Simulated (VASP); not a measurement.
# BN (F-43m) in VASP: further runs

The runs below take BN through single point, with r2SCAN.

Program: VASP 6.6.1. These are calculated values, not measurements. Logs are shortened: lines on timing, memory, paths and dates and some standing lists are left out, and cuts for length are marked.

## Step 1: The cell of the first run

Symmetry: F-43m, No. 216, cubic system. Conventional cell: a = 3.626 Å, b = 3.626 Å, c = 3.626 Å, α = 90.00°, β = 90.00°, γ = 90.00°. B (site symmetry -43m) has 4 N at 1.57 Å within 2.1 Å. Within 2.1 Å of N (site symmetry -43m) lie 4 B at 1.57 Å.

## Step 2: Single point, r2SCAN

POSCAR reads:

```
BN
1.0
    0.0000000000      1.8130010000      1.8130010000
    1.8130010000      0.0000000000      1.8130010000
    1.8130010000      1.8130010000      0.0000000000
B N
1 1
Direct
    0.0000000000      0.0000000000      0.0000000000
    0.2500000000      0.2500000000      0.2500000000
```

INCAR.step1 reads:

```
SYSTEM = BN
PREC = Accurate
ENCUT = 1460
ISMEAR = 0
SIGMA = 0.1
LREAL = .False.
LASPH = .True.
NELM = 120
NBANDS = 11
GGA = PE
ALGO = Normal
EDIFF = 1E-5
LWAVE = .True.
LCHARG = .False.
GGA_COMPAT = .False.
```

INCAR.step2 reads:

```
SYSTEM = BN
PREC = Accurate
ENCUT = 1460
EDIFF = 1E-6
ISMEAR = 0
SIGMA = 0.1
LREAL = .False.
LASPH = .True.
NELM = 120
ALGO = Normal
ISIF = 2
LWAVE = .False.
LCHARG = .False.
METAGGA = R2SCAN
LMIXTAU = .True.
NBANDS = 11
ISTART = 1
GGA_COMPAT = .False.
```

KPOINTS reads:

```
regular mesh
0
Gamma
  8 8 8
  0 0 0
```

Potentials or basis: VASP PAW PBE potentials, release 64 (B_h, N_h).

On the command line:

```bash
$ cat potpaw_PBE.64/B_h/POTCAR potpaw_PBE.64/N_h/POTCAR > POTCAR
$ cp INCAR.step1 INCAR
$ mpirun -np 1 vasp_std > vasp.out
$ cp INCAR.step2 INCAR
$ mpirun -np 1 vasp_std > vasp.out
```

OUTCAR:

```text
SYSTEM = BN
   PREC = Accurate
   ENCUT = 1460
   EDIFF = 1E-6
   ISMEAR = 0
   LREAL = .False.
   LASPH = .True.
   NELM = 120
   ISIF = 2
   METAGGA = R2SCAN
   ISTART = 1

 ion  position               nearest neighbor table
   1  0.000  0.000  0.000-
   2  0.250  0.250  0.250-

  LATTYP: Found a face centered cubic cell.
 ALAT       =     3.6260020000

  Lattice vectors:

 A1 = (   0.0000000000,   1.8130010000,   1.8130010000)
 A2 = (   1.8130010000,   0.0000000000,   1.8130010000)
 A3 = (   1.8130010000,   1.8130010000,   0.0000000000)

Analysis of symmetry for initial positions (statically):
=====================================================================
 Subroutine PRICEL returns:
 Original cell was already a primitive cell.

 Routine SETGRP: Setting up the symmetry group for a
 face centered cubic supercell.

 Subroutine GETGRP returns: Found 24 space group operations
 (whereof 24 operations were pure point group operations)
 out of a pool of 48 trial point group operations.

The static configuration has the point symmetry T_d .

Analysis of symmetry for dynamics (positions and initial velocities):
=====================================================================
 Subroutine PRICEL returns:
 Original cell was already a primitive cell.

 Routine SETGRP: Setting up the symmetry group for a
 face centered cubic supercell.

 Subroutine GETGRP returns: Found 24 space group operations
 (whereof 24 operations were pure point group operations)
 out of a pool of 48 trial point group operations.

The dynamic configuration has the point symmetry T_d .

 Subroutine INISYM returns: Found 24 space group operations
 (whereof 24 operations are pure point group operations),
 and found     1 'primitive' translations

----------------------------------------------------------------------------------------

                                     Primitive cell

  volume of cell :      11.9186

  direct lattice vectors                    reciprocal lattice vectors
     0.000000000  1.813001000  1.813001000    -0.275785838  0.275785838  0.275785838
     1.813001000  0.000000000  1.813001000     0.275785838 -0.275785838  0.275785838
     1.813001000  1.813001000  0.000000000     0.275785838  0.275785838 -0.275785838

  length of vectors
     2.563970603  2.563970603  2.563970603     0.477675083  0.477675083  0.477675083

  position of ions in fractional coordinates (direct lattice)
[... 85 lines left out ...]
   ISIF   =      2    stress and relaxation
   ISYM   =      2    0-nonsym 1-usesym 2-fastsym
   POTIM  = 0.5000    time-step for ionic-motion
   TEBEG  =    0.0;   TEEND  =   0.0 temperature during run
   PSTRESS=    0.0 pullay stress
   NELECT =       8.0000    total number of electrons
   NUPDOWN=      -1.0000    fix difference up-down
   EMIN   =  10.00;   EMAX   =-10.00  energy-range for DOS
   EFERMI =   0.00;   METHOD = LEGACY
   ISMEAR =     0;   SIGMA  =   0.10  broadening in eV -4-tet -1-fermi 0-gaus
   EFERMI_NEDOS =   21; number of points for ismear=-14 and -15
   IALGO  =     38    algorithm
   IMIX   =      4    mixing-type and parameters
     AMIX     =   0.40;   BMIX     =  1.00
     AMIX_MAG =   1.60;   BMIX_MAG =  1.00
  volume/ion in A,a.u.               =       5.96        40.22
  Fermi-wavevector in a.u.,A,eV,Ry     =   1.433387  2.708709 27.954506  2.054598
  Thomas-Fermi vector in A             =   2.552911
   LORBIT       =      0    0 simple, 1 ext, 2 COOP (PROOUT), +10 PAW based schemes
   METAGGA = R2SCAN    functional components
   LHFCALC =     F    Hartree Fock is set to
   AEXX    =    0.0000 exact exchange contribution
   IVDW    =     0    specifies the selected vdW correction
   LEPSILON=     F    determine dielectric tensor
   LRPA    =     F    only Hartree local field effects (RPA)
 non-spin polarized calculation
 Gauss-broadening in eV      SIGMA  =   0.10
  energy-cutoff  :     1460.00
  volume of cell :       11.92
 maximum number of plane-waves:      1540
   NGX = 15   NGY = 15   NGZ = 15

 number of electron       8.0000000 magnetization

 Free energy of the ion-electron system (eV)
  ---------------------------------------------------
  ext. energy  EPLUGINS =         0.00000000
  ---------------------------------------------------
  free energy    TOTEN  =       -19.20093361 eV

  energy without entropy =      -19.20093361  energy(sigma->0) =      -19.20093361

 E-fermi :   9.2210     XC(G=0): -13.7072

 val. band max:        8.7968270720   @ k =   0.0000   0.0000   0.0000
 cond. band min:      13.7769381709   @ k =   0.5000   0.5000   0.0000
 fundamental gap:      4.9801110989
 Fermi energy:         9.2209614192

 k-point     1 :       0.0000    0.0000    0.0000
  band No.  band energies     occupation
      1     -12.3811      2.00000
      2       8.7968      2.00000
      3       8.7968      2.00000
      4       8.7968      2.00000
      5      18.3006      0.00000
      6      18.3006      0.00000
      7      18.3006      0.00000
      8      19.7026      0.00000
      9      34.7567      0.00000
     10      37.3876      0.00000
     11      37.3876      0.00000
[... 309 lines left out ...]
 k-point    24 :      -0.3750    0.2500    0.1250
  band No.  band energies     occupation
      1      -7.4171      2.00000
      2      -1.1706      2.00000
      3       3.7992      2.00000
      4       5.2649      2.00000
      5      19.0861      0.00000
      6      20.6564      0.00000
      7      24.0233      0.00000
      8      25.5780      0.00000
      9      29.3459      0.00000
     10      35.9303      0.00000
     11      37.5948      0.00000

 [... further k-points ...]

------------------------ aborting loop because EDIFF is reached ----------------------------------------

  FORCE on cell =-STRESS in cart. coord.  units (eV):
  Direction    XX          YY          ZZ          XY          YZ          ZX
  --------------------------------------------------------------------------------------
  -------------------------------------------------------------------------------------
  Total       -0.4164848     -0.4164848     -0.4164848      0.0000000     -0.0000000      0.0000000
  in kB      -55.9867923    -55.9867923    -55.9867923      0.0000000     -0.0000000      0.0000000
  external PRESSURE =     -55.9867923 kB  Pullay stress =       0.0000000 kB

 VOLUME and BASIS-vectors are now :
 -----------------------------------------------------------------------------
  energy-cutoff  :     1460.00
  volume of cell :       11.92
      direct lattice vectors                 reciprocal lattice vectors
     0.000000000  1.813001000  1.813001000    -0.275785838  0.275785838  0.275785838
     1.813001000  0.000000000  1.813001000     0.275785838 -0.275785838  0.275785838
     1.813001000  1.813001000  0.000000000     0.275785838  0.275785838 -0.275785838

 POSITION                                       TOTAL-FORCE (eV/Angst)
 -----------------------------------------------------------------------------------
      0.00000      0.00000      0.00000        -0.000000     -0.000000     -0.000000
      0.90650      0.90650      0.90650         0.000000      0.000000      0.000000
 -----------------------------------------------------------------------------------
    total drift:                               -0.000000     -0.000000     -0.000000

  FREE ENERGIE OF THE ION-ELECTRON SYSTEM (eV)
  ---------------------------------------------------
  free  energy   TOTEN  =       -19.2009336119 eV

  energy  without entropy=      -19.2009336119  energy(sigma->0) =      -19.20093361
```

OUTCAR.step1:

```text
SYSTEM = BN
   PREC = Accurate
   ENCUT = 1460
   ISMEAR = 0
   LREAL = .False.
   LASPH = .True.
[... 557 lines left out ...]
      0.00000      0.00000      0.00000         0.000000      0.000000      0.000000
      0.90650      0.90650      0.90650        -0.000000     -0.000000     -0.000000
 -----------------------------------------------------------------------------------
    total drift:                               -0.000000     -0.000000     -0.000000

  FREE ENERGIE OF THE ION-ELECTRON SYSTEM (eV)
  ---------------------------------------------------
  free  energy   TOTEN  =       -17.4713360445 eV

  energy  without entropy=      -17.4713360445  energy(sigma->0) =      -17.47133604
```

OSZICAR.step1:

```text
N       E                     dE             d eps       ncg     rms          rms(c)
DAV:   1     0.294653660589E+02    0.29465E+02   -0.83614E+03   638   0.160E+03
DAV:   2    -0.166641186157E+02   -0.46129E+02   -0.43687E+02   931   0.210E+02
DAV:   3    -0.183887491208E+02   -0.17246E+01   -0.17207E+01   770   0.361E+01
DAV:   4    -0.183943253589E+02   -0.55762E-02   -0.55758E-02   713   0.249E+00
DAV:   5    -0.183943469364E+02   -0.21578E-04   -0.21577E-04   737   0.154E-01    0.597E+00
DAV:   6    -0.175434597260E+02    0.85089E+00   -0.29424E+00   668   0.952E+00    0.232E+00
DAV:   7    -0.174832260768E+02    0.60234E-01   -0.12222E-01   725   0.290E+00    0.122E+00
DAV:   8    -0.174710059401E+02    0.12220E-01   -0.37857E-02   724   0.139E+00    0.143E-01
DAV:   9    -0.174712753948E+02   -0.26945E-03   -0.23888E-03   694   0.327E-01    0.708E-02
DAV:  10    -0.174713296567E+02   -0.54262E-04   -0.23067E-04   711   0.130E-01    0.126E-02
DAV:  11    -0.174713360445E+02   -0.63878E-05   -0.21304E-05   724   0.419E-02
   1 F= -.17471336E+02 E0= -.17471336E+02  d E =-.335868E-18
```

Run time: 26 s. Hardware: 1 thread of Intel Xeon Platinum 8488C (Sapphire Rapids), shared host; peak memory 0.18 GiB.

What came out:

| Item | Value |
| --- | --- |
| Free energy | -19.2009 eV |
| Pressure | -5.6 GPa |
| Band gap on the k mesh | 4.98 eV (least direct gap 9.50 eV) |

Caveat: the cell stands under tension; the PAW data sets were made with another functional, which shifts forces and pressure a little.

## Step 3: Single point, r2SCAN

This run uses another cell than the first one, of 5.88 Å³/atom.

POSCAR reads:

```
BN
1.0
    0.0000000000      1.8044241079      1.8044241079
    1.8044241079      0.0000000000      1.8044241079
    1.8044241079      1.8044241079      0.0000000000
B N
1 1
Direct
    0.0000000000      0.0000000000      0.0000000000
    0.2500000000      0.2500000000      0.2500000000
```

INCAR.step1 reads:

```
SYSTEM = BN
PREC = Accurate
ENCUT = 1460
ISMEAR = 0
SIGMA = 0.02
LREAL = .FALSE.
LASPH = .TRUE.
NELM = 120
NBANDS = 11
GGA = PE
ALGO = Normal
EDIFF = 1E-5
LWAVE = .TRUE.
LCHARG = .FALSE.
GGA_COMPAT = .FALSE.
```

INCAR.step2 reads:

```
SYSTEM = BN
PREC = Accurate
ENCUT = 1460
EDIFF = 1E-6
ISMEAR = 0
SIGMA = 0.02
LREAL = .FALSE.
LASPH = .TRUE.
NELM = 120
ALGO = Normal
ISIF = 2
LWAVE = .FALSE.
LCHARG = .TRUE.
METAGGA = R2SCAN
LMIXTAU = .TRUE.
LELF = .TRUE.
LVHAR = .TRUE.
NBANDS = 11
ISTART = 1
GGA_COMPAT = .FALSE.
```

KPOINTS reads:

```
Automatic mesh
0
G
  12 12 12
  0 0 0
```

Potentials or basis: VASP PAW PBE potentials, release 64 (B_h, N_h).

On the command line:

```bash
$ cat potpaw_PBE.64/B_h/POTCAR potpaw_PBE.64/N_h/POTCAR > POTCAR
$ cp INCAR.step1 INCAR
$ mpirun -np 1 vasp_std > vasp.out
$ cp INCAR.step2 INCAR
$ mpirun -np 1 vasp_std > vasp.out
```

Run time: 1.8 min. Hardware: 1 thread of AMD EPYC 7R43 (Zen 3), shared host; peak memory 0.17 GiB.

It converged, with:

```
Free energy            : -19.2040 eV
Pressure               : -0.2 GPa
Band gap on the k mesh : 5.00 eV (least direct gap 9.57 eV)
```

Levels at points of the mesh, in eV from the valence-band top:
```
           k point  band 1  band 2  band 3  band 4  band 5  band 6  band 7  band 8
(0.00, 0.00, 0.00)  -21.34    0.00    0.00    0.00    9.58    9.58    9.58   11.15
(0.50, 0.00, 0.00)  -17.02  -11.12   -2.02   -2.02   10.85   11.52   11.52   16.47
(0.50, 0.50, 0.00)  -15.60   -9.35   -5.11   -5.11    5.00    9.85   19.37   19.37
```

Caveat: the PAW data sets were made with another functional, which shifts forces and pressure a little. A k mesh can miss the band edges.
